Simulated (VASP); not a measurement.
CaOs3, 4 atoms in the cell. Symmetry: I4/mmm, No. 139, tetragonal system. The conventional cell has a = 3.942 Å, b = 3.942 Å, c = 8.807 Å, α = 90.00°, β = 90.00°, γ = 90.00°. Within 3.7 Å of Ca (site symmetry 4/mmm) lie 12 Os at 2.79 to 2.96 Å. Within 3.7 Å of Os (site symmetry 4/mmm) lie 4 Ca at 2.79 Å and 8 Os at 2.96 Å. Os (site symmetry -4m2) has 8 Os at 2.79 to 2.96 Å and 4 Ca at 2.96 Å within 3.7 Å. 

| Quantity | Value |
| --- | --- |
| Program | VASP 6.6.1 |
| Task | relaxation of cell and atoms |
| Functional | PBE |
| Potentials or basis | VASP PAW PBE potentials, release 64 (Ca_sv, Os) |
| Cutoff | 600 eV |
| k mesh | 6 × 6 × 6 |
| Occupations | gaussian, width 0.1 eV |
| Spin | no spin polarisation |
| Dipole correction | no |
| Further INCAR settings | ALGO = Normal; EDIFF = 1e-06; IBRION = 2; EDIFFG = -0.04; NSW = 90; ISIF = 3 |

Potentials or basis: VASP PAW PBE potentials, release 64 (Ca_sv, Os).

The run is started by

```bash
$ cat potpaw_PBE.64/Ca_sv/POTCAR potpaw_PBE.64/Os/POTCAR > POTCAR
$ mpirun -np 1 vasp_std > vasp.out
```

Hardware: 1 thread of Oxide Virtual Turin-like Processor, with other jobs on the host.

Q: Estimate the wall time of this run.

A: Run time: 16 min on 1 thread of Oxide Virtual Turin-like Processor, with other jobs on the host, peak memory 0.27 GiB. Counts: scf iterations 80, k points 30, ion steps 8.
